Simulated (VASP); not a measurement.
# FePt (Tetraferroplatinum) (P4/mmm) in VASP: a series of runs, part 2 of 2

VASP 6.6.1. The steps go on from the part before.

### Step 4. Single point, PBEsol, collinear spin, ferromagnetic start

This run uses another cell than the first one, of 13.42 Å³/atom, 1.039 times its volume.

INCAR reads:

```
SYSTEM = FePt
  PREC = Accurate
  ENCUT = 520
  EDIFF = 1E-6
  ISMEAR = -1
  SIGMA = 0.05
  LREAL = .False.
  LASPH = .True.
  NELM = 150
  ALGO = Normal
  ISIF = 2
  LWAVE = .False.
  LCHARG = .True.
  ISPIN = 2
  MAGMOM = 0 3
  LORBIT = 11
  LMAXMIX = 4
  GGA = PS
  LELF = .True.
  LVHAR = .True.
  NBANDS = 20
```

KPOINTS reads:

```
Automatic mesh
0
Gamma
  10 10 7
  0 0 0
```

POSCAR reads:

```
FePt
1.0
    2.6941731771      0.0000000000      0.0000000000
    0.0000000000      2.6941731771      0.0000000000
    0.0000000000      0.0000000000      3.6983903860
Pt Fe
1 1
Direct
    0.5000000000      0.5000000000      0.5000000000
    0.0000000000      0.0000000000      0.0000000000
```

Potentials or basis: VASP PAW PBE potentials, release 64 (Pt, Fe).

Run with:

```console
cat potpaw_PBE.64/Pt/POTCAR potpaw_PBE.64/Fe/POTCAR > POTCAR
mpirun -np 1 vasp_std > vasp.out
```

OUTCAR:

```text
SYSTEM = FePt
   PREC = Accurate
   ENCUT = 520
   EDIFF = 1E-6
   ISMEAR = -1
   LREAL = .False.
   LASPH = .True.
   NELM = 150
   ISIF = 2
   ISPIN = 2
   LORBIT = 11
   GGA = PS

 ion  position               nearest neighbor table
   1  0.500  0.500  0.500-   2 2.65   2 2.65   2 2.65   2 2.65   2 2.65   2 2.65   2 2.65   2 2.65

   2  0.000  0.000  0.000-   1 2.65   1 2.65   1 2.65   1 2.65   1 2.65   1 2.65   1 2.65   1 2.65

  LATTYP: Found a simple tetragonal cell.
 ALAT       =     2.6941731771
 C/A-ratio  =     1.3727366962

  Lattice vectors:

 A1 = (   2.6941731771,   0.0000000000,   0.0000000000)
 A2 = (   0.0000000000,   2.6941731771,   0.0000000000)
 A3 = (   0.0000000000,   0.0000000000,   3.6983903860)

Analysis of symmetry for initial positions (statically):
=====================================================================
 Subroutine PRICEL returns:
 Original cell was already a primitive cell.

 Routine SETGRP: Setting up the symmetry group for a
 simple tetragonal supercell.

 Subroutine GETGRP returns: Found 16 space group operations
[... 750 lines left out ...]
      6       8.0755      1.00000
[... 541 lines left out ...]
     19      32.4742      0.00000
     20      32.7759      0.00000

 [... further k-points ...]

------------------------ aborting loop because EDIFF is reached ----------------------------------------

  FORCE on cell =-STRESS in cart. coord.  units (eV):
  Direction    XX          YY          ZZ          XY          YZ          ZX
  --------------------------------------------------------------------------------------
  -------------------------------------------------------------------------------------
  Total       -0.0580539     -0.0580539     -0.0388810      0.0000000      0.0000000      0.0000000
  in kB       -3.4648027     -3.4648027     -2.3205165      0.0000000      0.0000000      0.0000000
  external PRESSURE =      -3.0833740 kB  Pullay stress =       0.0000000 kB

 VOLUME and BASIS-vectors are now :
 -----------------------------------------------------------------------------
  energy-cutoff  :      520.00
  volume of cell :       26.85
      direct lattice vectors                 reciprocal lattice vectors
     2.694173177  0.000000000  0.000000000     0.371171389  0.000000000  0.000000000
     0.000000000  2.694173177  0.000000000     0.000000000  0.371171389  0.000000000
     0.000000000  0.000000000  3.698390386     0.000000000  0.000000000  0.270387897

 POSITION                                       TOTAL-FORCE (eV/Angst)
 -----------------------------------------------------------------------------------
      1.34709      1.34709      1.84920         0.000000      0.000000      0.000000
      0.00000      0.00000      0.00000         0.000000      0.000000      0.000000
 -----------------------------------------------------------------------------------
    total drift:                               -0.000000      0.000000      0.000000

  FREE ENERGIE OF THE ION-ELECTRON SYSTEM (eV)
  ---------------------------------------------------
  free  energy   TOTEN  =       -16.2963291248 eV

  energy  without entropy=      -16.2854571804  energy(sigma->0) =      -16.29089315

 total charge

# of ion       s       p       d       tot
------------------------------------------
    1        0.722   0.701   8.063   9.486
    2        0.422   0.478   6.148   7.048
--------------------------------------------------
tot          1.144   1.179  14.211  16.534

 magnetization (x)

# of ion       s       p       d       tot
------------------------------------------
    1       -0.025  -0.063   0.418   0.330
    2        0.003  -0.006   2.858   2.856
--------------------------------------------------
tot         -0.022  -0.069   3.277   3.186
```

OSZICAR:

```text
N       E                     dE             d eps       ncg     rms          rms(c)
DAV:   1     0.921735854432E+02    0.92174E+02   -0.83170E+03  7160   0.995E+02
DAV:   2    -0.141191188954E+02   -0.10629E+03   -0.93953E+02  6860   0.218E+02
DAV:   3    -0.179299633832E+02   -0.38108E+01   -0.37079E+01  7848   0.474E+01
DAV:   4    -0.179722882491E+02   -0.42325E-01   -0.42295E-01  7536   0.424E+00
DAV:   5    -0.179733704441E+02   -0.10822E-02   -0.10822E-02  7972   0.761E-01    0.181E+01
DAV:   6    -0.189875110951E+02   -0.10141E+01   -0.10662E+01  7508   0.640E+01    0.238E+01
DAV:   7    -0.164789781177E+02    0.25085E+01   -0.88026E+00  8680   0.625E+01    0.926E+00
DAV:   8    -0.163917101542E+02    0.87268E-01   -0.36839E-01  8528   0.817E+00    0.425E+00
DAV:   9    -0.163091490787E+02    0.82561E-01   -0.10475E-01  9736   0.583E+00    0.181E+00
DAV:  10    -0.162973126462E+02    0.11836E-01   -0.28396E-02 10160   0.270E+00    0.660E-01
DAV:  11    -0.162965451070E+02    0.76754E-03   -0.19844E-03  9776   0.597E-01    0.265E-01
DAV:  12    -0.162963295444E+02    0.21556E-03   -0.21421E-04  9264   0.199E-01    0.694E-02
DAV:  13    -0.162963337523E+02   -0.42079E-05   -0.28766E-05  8732   0.843E-02    0.387E-02
DAV:  14    -0.162963293497E+02    0.44026E-05   -0.59543E-06  7984   0.489E-02    0.113E-02
DAV:  15    -0.162963291248E+02    0.22488E-06   -0.96248E-07  3900   0.207E-02
   1 F= -.16296329E+02 E0= -.16290893E+02  d E =-.108719E-01  mag=     3.2225
```

Wall time 36 s (1 thread of Intel Xeon 6975P-C (Granite Rapids), shared host); peak memory 0.19 GiB.

What came out:

```
Free energy                                           : -16.2963 eV
Pressure                                              : -0.3 GPa
Net moment                                            : 3.22 μB per cell
Site moments                                          : Pt +0.33; Fe +2.86 μB
Valence electrons inside the program's atomic spheres : Pt 9.49; Fe 7.05
```

Stress tensor (GPa, compression positive):
```
-0.35  0.00  0.00
 0.00 -0.35  0.00
 0.00  0.00 -0.23
```

Levels at points of the mesh, in eV from the Fermi level:
Spin up:
| k point | band 8 | band 9 | band 10 | band 11 | band 12 | band 13 | band 14 | band 15 |
| --- | --- | --- | --- | --- | --- | --- | --- | --- |
| (0.00, 0.00, 0.00) | -1.89 | -0.47 | -0.31 | -0.31 | 2.15 | 9.97 | 11.84 | 11.84 |
| (0.50, 0.00, 0.00) | -2.48 | -2.10 | -1.66 | 0.25 | 2.16 | 10.53 | 10.68 | 12.73 |
| (0.50, 0.50, 0.00) | -0.39 | -0.39 | 0.65 | 1.57 | 1.57 | 7.88 | 10.39 | 10.92 |
Spin down:
| k point | band 4 | band 5 | band 6 | band 7 | band 8 | band 9 | band 10 | band 11 | band 12 | band 13 |
| --- | --- | --- | --- | --- | --- | --- | --- | --- | --- | --- |
| (0.00, 0.00, 0.00) | -2.45 | -2.45 | -0.85 | -0.76 | 0.53 | 1.66 | 1.72 | 1.72 | 2.39 | 10.81 |
| (0.50, 0.00, 0.00) | -3.61 | -2.54 | -1.40 | -1.29 | -1.00 | 0.45 | 0.69 | 2.49 | 2.66 | 11.34 |
| (0.50, 0.50, 0.00) | -4.97 | 1.00 | 1.25 | 1.65 | 1.77 | 1.77 | 1.79 | 1.79 | 1.82 | 8.71 |

Caveat: the PAW data sets were made with another functional, which shifts forces and pressure a little; spin-orbit coupling is left out, which moves the levels of the heavy elements.

### Step 5. Single point, PBEsol+D4, collinear spin, ferromagnetic start

This run uses another cell than the first one, of 13.23 Å³/atom, 1.024 times its volume.

INCAR reads:

```
PREC = Accurate
ENCUT = 520
EDIFF = 1E-7
ISMEAR = -1
SIGMA = 0.05
LREAL = False
LASPH = True
NELM = 150
ALGO = Normal
ISIF = 2
LWAVE = False
LCHARG = False
ISPIN = 2
MAGMOM = 0 3
LORBIT = 11
LMAXMIX = 4
GGA = PS
IVDW = 13
NBANDS = 20
```

KPOINTS reads:

```
regular mesh
0
Gamma
  10 10 7
```

POSCAR reads:

```
FePt
1.0
    2.6818295947      0.0000000000      0.0000000000
    0.0000000000      2.6818295947      0.0000000000
    0.0000000000      0.0000000000      3.6801494932
Pt Fe
1 1
Direct
    0.5000000000      0.5000000000      0.5000000000
    0.0000000000      0.0000000000      0.0000000000
```

Potentials or basis: VASP PAW PBE potentials, release 64 (Pt, Fe).

Run with:

```console
cat potpaw_PBE.64/Pt/POTCAR potpaw_PBE.64/Fe/POTCAR > POTCAR
mpirun -np 1 vasp_std > vasp.out
```

OUTCAR:

```text
PREC = Accurate
   ENCUT = 520
   EDIFF = 1E-7
   ISMEAR = -1
   LREAL = False
   LASPH = True
   NELM = 150
   ISIF = 2
   ISPIN = 2
   LORBIT = 11
   GGA = PS
   IVDW = 13

 ion  position               nearest neighbor table
   1  0.500  0.500  0.500-   2 2.64   2 2.64   2 2.64   2 2.64   2 2.64   2 2.64   2 2.64   2 2.64

   2  0.000  0.000  0.000-   1 2.64   1 2.64   1 2.64   1 2.64   1 2.64   1 2.64   1 2.64   1 2.64

  LATTYP: Found a simple tetragonal cell.
 ALAT       =     2.6818295947
 C/A-ratio  =     1.3722532932

  Lattice vectors:

 A1 = (   2.6818295947,   0.0000000000,   0.0000000000)
 A2 = (   0.0000000000,   2.6818295947,   0.0000000000)
 A3 = (   0.0000000000,   0.0000000000,   3.6801494932)

Analysis of symmetry for initial positions (statically):
=====================================================================
 Subroutine PRICEL returns:
 Original cell was already a primitive cell.

 Routine SETGRP: Setting up the symmetry group for a
[... 753 lines left out ...]
      5       6.6293      1.00000
      6       8.2487      1.00000
[... 541 lines left out ...]
     19      32.8304      0.00000
     20      33.1867      0.00000

 [... further k-points ...]

------------------------ aborting loop because EDIFF is reached ----------------------------------------

  DFT-D4 for vdW energy calculation

  Edisp (eV):   -0.64101

  FORCE on cell =-STRESS in cart. coord.  units (eV):
  Direction    XX          YY          ZZ          XY          YZ          ZX
  --------------------------------------------------------------------------------------
  -------------------------------------------------------------------------------------
  Total      -0.05694    -0.05694    -0.03724     0.00000     0.00000    -0.00000
  in kB      -3.44659    -3.44659    -2.25420     0.00000     0.00000    -0.00000
  external pressure =       -3.05 kB  Pullay stress =        0.00 kB

 VOLUME and BASIS-vectors are now :
 -----------------------------------------------------------------------------
  energy-cutoff  :      520.00
  volume of cell :       26.47
      direct lattice vectors                 reciprocal lattice vectors
     2.681829595  0.000000000  0.000000000     0.372879769  0.000000000  0.000000000
     0.000000000  2.681829595  0.000000000     0.000000000  0.372879769  0.000000000
     0.000000000  0.000000000  3.680149493     0.000000000  0.000000000  0.271728092

 POSITION                                       TOTAL-FORCE (eV/Angst)
 -----------------------------------------------------------------------------------
      1.34091      1.34091      1.84007         0.000000      0.000000      0.000000
      0.00000      0.00000      0.00000         0.000000      0.000000      0.000000
 -----------------------------------------------------------------------------------
    total drift:                                0.000000      0.000000      0.000000

  FREE ENERGIE OF THE ION-ELECTRON SYSTEM (eV)
  ---------------------------------------------------
  free  energy   TOTEN  =       -16.9338040149 eV

  energy  without entropy=      -16.9232929998  energy(sigma->0) =      -16.92854851

 total charge

# of ion       s       p       d       tot
------------------------------------------
    1        0.729   0.719   8.073   9.522
    2        0.428   0.491   6.162   7.081
--------------------------------------------------
tot          1.157   1.210  14.235  16.602

 magnetization (x)

# of ion       s       p       d       tot
------------------------------------------
    1       -0.025  -0.063   0.420   0.332
    2        0.003  -0.006   2.837   2.835
--------------------------------------------------
tot         -0.022  -0.069   3.257   3.167
```

OSZICAR:

```text
N       E                     dE             d eps       ncg     rms          rms(c)
DAV:   1     0.918750122769E+02    0.91875E+02   -0.84069E+03  7232   0.100E+03
DAV:   2    -0.140781531327E+02   -0.10595E+03   -0.93940E+02  6880   0.220E+02
DAV:   3    -0.179099800965E+02   -0.38318E+01   -0.37103E+01  7848   0.474E+01
DAV:   4    -0.179537095079E+02   -0.43729E-01   -0.43696E-01  7548   0.431E+00
DAV:   5    -0.179548147928E+02   -0.11053E-02   -0.11052E-02  8024   0.763E-01    0.185E+01
DAV:   6    -0.187816638607E+02   -0.82685E+00   -0.98958E+00  7464   0.626E+01    0.227E+01
DAV:   7    -0.164919789058E+02    0.22897E+01   -0.82001E+00  8664   0.618E+01    0.950E+00
DAV:   8    -0.163858597650E+02    0.10612E+00   -0.38383E-01  8760   0.842E+00    0.439E+00
DAV:   9    -0.163051928112E+02    0.80667E-01   -0.11240E-01  9684   0.601E+00    0.184E+00
DAV:  10    -0.162935254827E+02    0.11667E-01   -0.26081E-02 10252   0.255E+00    0.673E-01
DAV:  11    -0.162929259936E+02    0.59949E-03   -0.17702E-03  8724   0.527E-01    0.265E-01
DAV:  12    -0.162927926084E+02    0.13339E-03   -0.18572E-04  9240   0.176E-01    0.790E-02
DAV:  13    -0.162927988936E+02   -0.62852E-05   -0.30754E-05  8976   0.746E-02    0.363E-02
DAV:  14    -0.162927937364E+02    0.51573E-05   -0.56418E-06  8940   0.476E-02    0.117E-02
DAV:  15    -0.162927934468E+02    0.28955E-06   -0.11523E-06 10108   0.198E-02    0.393E-03
DAV:  16    -0.162927934995E+02   -0.52710E-07   -0.10135E-07  3972   0.571E-03
   1 F= -.16933804E+02 E0= -.16928549E+02  d E =-.105110E-01  mag=     3.2063
```

Run time: 57 s. Hardware: 1 thread of Intel Xeon Platinum 8488C (Sapphire Rapids), shared host; peak memory 0.2 GiB.

What came out:

| Item | Value |
| --- | --- |
| Free energy | -16.9338 eV |
| Pressure | -0.3 GPa |
| Net moment | 3.21 μB per cell |
| Site moments | Pt +0.33; Fe +2.83 μB |
| Valence electrons inside the program's atomic spheres | Pt 9.52; Fe 7.08 |
| Dispersion energy per atom | -0.321 eV |

Caveat: the PAW data sets were made with another functional, which shifts forces and pressure a little; spin-orbit coupling is left out, which moves the levels of the heavy elements; pairwise dispersion overbinds metals, which lowers pressure and volume.

### Step 6. Single point, PBE, collinear spin, ferromagnetic start

This run uses another cell than the first one, of 13.80 Å³/atom, 1.068 times its volume.

INCAR reads:

```
SYSTEM = FePt
PREC = Accurate
ENCUT = 520
EDIFF = 1E-6
ISMEAR = 0
SIGMA = 0.015
LREAL = .FALSE.
LASPH = .TRUE.
NELM = 150
ALGO = Normal
ISIF = 2
LWAVE = .FALSE.
LCHARG = .FALSE.
ISPIN = 2
MAGMOM = 0 3
LORBIT = 11
LMAXMIX = 4
GGA = PE
NBANDS = 20
```

KPOINTS reads:

```
Automatic mesh
0
G
  10 10 7
  0 0 0
```

POSCAR reads:

```
FePt
1.0
    2.7235000000      0.0000000000      0.0000000000
    0.0000000000      2.7235000000      0.0000000000
    0.0000000000      0.0000000000      3.7200000000
Pt Fe
1 1
Direct
    0.5000000000      0.5000000000      0.5000000000
    0.0000000000      0.0000000000      0.0000000000
```

Potentials or basis: VASP PAW PBE potentials, release 64 (Pt, Fe).

Run with:

```console
cat potpaw_PBE.64/Pt/POTCAR potpaw_PBE.64/Fe/POTCAR > POTCAR
mpirun -np 1 vasp_std > vasp.out
```

Run time: 66 s. Hardware: 1 thread of Intel Xeon Platinum 8488C (Sapphire Rapids), shared host; peak memory 0.19 GiB.

Results (log left out):

```
Free energy                                           : -14.8005 eV
Pressure                                              : 2.8 GPa
Net moment                                            : 3.25 μB per cell
Site moments                                          : Pt +0.32; Fe +2.91 μB
Valence electrons inside the program's atomic spheres : Pt 9.44; Fe 6.99
```

Stress tensor (GPa, compression positive):
```
2.58 0.00 0.00
0.00 2.58 0.00
0.00 0.00 3.18
```

Levels at points of the mesh, in eV from the Fermi level:
Spin up:
| k point | band 7 | band 8 | band 9 | band 10 | band 11 | band 12 | band 13 | band 14 | band 15 | band 16 |
| --- | --- | --- | --- | --- | --- | --- | --- | --- | --- | --- |
| (0.00, 0.00, 0.00) | -2.17 | -1.98 | -0.57 | -0.43 | -0.43 | 2.25 | 9.72 | 11.63 | 11.63 | 17.18 |
| (0.50, 0.00, 0.00) | -2.73 | -2.56 | -2.18 | -1.67 | 0.10 | 1.98 | 10.42 | 10.52 | 12.51 | 13.24 |
| (0.50, 0.50, 0.00) | -0.58 | -0.51 | -0.51 | 0.50 | 1.58 | 1.58 | 7.55 | 9.99 | 10.85 | 12.32 |
Spin down:
```tsv
k point	band 5	band 6	band 7	band 8	band 9	band 10	band 11	band 12
(0.00, 0.00, 0.00)	-2.42	-0.83	-0.82	0.56	1.62	1.62	1.65	2.42
(0.50, 0.00, 0.00)	-2.51	-1.42	-1.23	-0.92	0.49	0.64	2.31	2.53
(0.50, 0.50, 0.00)	0.88	1.20	1.62	1.69	1.69	1.69	1.70	1.70
```

Caveat: spin-orbit coupling is left out, which moves the levels of the heavy elements.

### Step 7. The runs side by side

```tsv
level	cell	smearing	gap on the mesh (eV)	pressure (GPa)	moment (μB)
PBEsol	a = 2.662, b = 2.662, c = 3.648 Å, 2 atoms	fermi-dirac 0.05 eV	none	9.7	3.18
PBEsol	a = 2.677, b = 2.677, c = 3.672 Å, 2 atoms	fermi-dirac 0.05 eV	none	4.7	3.20
PBEsol	a = 2.694, b = 2.694, c = 3.698 Å, 2 atoms	fermi-dirac 0.05 eV	none	-0.3	3.22
PBEsol+D4	a = 2.682, b = 2.682, c = 3.680 Å, 2 atoms	fermi-dirac 0.05 eV	none	-0.3	3.21
PBE	a = 2.724, b = 2.724, c = 3.720 Å, 2 atoms	gaussian 0.015 eV	none	2.8	3.25
```

Alike in all rows: task single point; potentials or basis VASP PAW PBE potentials, release 64 (Pt, Fe); spin collinear, ferromagnetic start; k mesh 10 × 10 × 7; cutoff (eV) 520.

Caveats: spin-orbit coupling is left out, which moves the levels of the heavy elements; the PAW data sets were made with another functional, which shifts forces and pressure a little (some runs); pairwise dispersion overbinds metals, which lowers pressure and volume (some runs).

Absolute energies hang on the potentials; compare differences alone.
